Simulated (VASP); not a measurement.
A run of VASP 6.6.1 is set up as follows.

File INCAR:

```
SYSTEM = Bi
PREC     = Accurate       ! precision mode
ENCUT    = 520            ! plane-wave cutoff, eV
EDIFF    = 1E-6           ! SCF threshold, eV
ISMEAR   = 0              ! smearing method
SIGMA    = 0.1            ! smearing width, eV
LREAL    = .False.        ! projectors in reciprocal space
LASPH    = .True.         ! aspherical terms in the spheres
NELM     = 80             ! most SCF steps
ALGO     = Fast           ! electronic algorithm
ISIF     = 2              ! what is computed and relaxed
LWAVE    = .False.        ! write WAVECAR
LCHARG   = .False.        ! write CHGCAR
GGA      = PE             ! functional
NBANDS   = 22             ! bands
```

The input KPOINTS:

```
Automatic mesh
0
Gamma
  12 12 12
  0 0 0
```

The input POSCAR:

```
Bi
1.0
    2.2786594319      1.3155846364      3.9769886763
   -2.2786594319      1.3155846364      3.9769886763
    0.0000000000     -2.6311692728      3.9769886763
Bi
2
Direct
    0.2352968491      0.2352968491      0.2352968491
    0.7647031509      0.7647031509      0.7647031509
```

Potentials or basis: VASP PAW PBE potentials, release 64 (Bi_d).

Run with:

```bash
$ cat potpaw_PBE.64/Bi_d/POTCAR > POTCAR
$ mpirun -np 1 vasp_std > vasp.out
```

Estimate the pressure.

0.9 GPa.

What does it give for the band gap on the k mesh?

Zero (bands 15 and 16 overlap by 0.20 eV).

Forces on the atoms (eV/Å):
```
Bi   0.000  0.000  0.005
Bi   0.000  0.000 -0.005
```

Caveat: spin-orbit coupling is left out, which moves the levels of the heavy elements.
